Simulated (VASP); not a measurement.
The system is Al2B2As.

```xyz
5
Lattice="3.7599 0.0000 0.0000 -1.8799 3.2561 0.0000 0.0000 0.0000 5.7432" Properties=species:S:1:pos:R:3 pbc="T T T"
Al    0.0000    2.1708    4.1623
Al    0.0000    2.1708    1.5809
B     1.8799    1.0854    1.4929
B     1.8799    1.0854    4.2503
As    0.0000    2.1708    0.0000
```

```yaml
Program: VASP 6.6.1
Task: relaxation of cell and atoms
Functional: PBE
Potentials_or_basis: VASP PAW PBE potentials, release 64 (Al, B, As)
Cutoff: 600 eV
k_mesh: 6 × 6 × 4
Occupations: gaussian, width 0.1 eV
Spin: no spin polarisation
```

At the start: pressure 92.2 GPa; volume 14.06 Å³/atom.

Problem. Where does the relaxation end?

Solution. Over 51 steps the energy falls by 4066.7 meV/atom and the volume is 14.18 Å³/atom (+0.8 %); space group P-6m2 (No. 187, to 0.05 Å).

Step by step:
```tsv
step	energy change (eV)	largest force (eV/Å)	pressure (GPa)	volume (Å³)
1	0.0000	37.4206	92.19	70.31
3	-11.5196	2.4945	-10.41	154.41
5	22.6662	34.8764	383.84	38.88
7	-15.3608	4.2849	24.98	68.24
9	-16.6800	1.4614	3.33	79.67
11	-16.7194	1.1050	0.66	81.97
13	-17.8497	1.8890	1.67	76.28
15	39.1422	86.0893	386.91	43.81
17	-15.9503	5.7027	55.02	55.74
19	-15.6057	5.7540	59.20	54.96
21	-15.4069	4.9027	63.27	54.32
23	-15.4374	4.2550	63.94	54.24
25	-15.4770	3.2629	64.77	54.17
27	-15.7573	2.9808	61.87	54.66
29	-16.7546	2.0360	51.15	56.62
31	-19.1923	1.5950	21.11	64.88
33	-20.0363	0.9450	0.52	76.45
35	-20.0869	0.7793	-0.50	76.87
37	-20.1113	0.5801	-4.09	78.74
39	-20.1715	0.2783	-1.90	76.83
41	-20.2307	0.0934	0.54	73.92
43	-20.2738	0.5876	1.10	71.99
45	-20.2999	0.2628	-1.21	73.34
47	-20.3212	0.2309	-0.83	72.18
49	-20.3270	0.2045	-0.03	71.09
51	-20.3333	0.0204	0.23	70.89
```

Final structure:
```
CELL_PARAMETERS angstrom
3.16205 0.00000 0.00000
-1.58103 2.73842 0.00000
0.00000 0.00000 8.18733
ATOMIC_POSITIONS crystal
Al 0.33333 0.66667 0.33964
Al 0.33333 0.66667 0.66036
B 0.66667 0.33333 0.17225
B 0.66667 0.33333 0.82775
As 0.33333 0.66667 0.00000
```
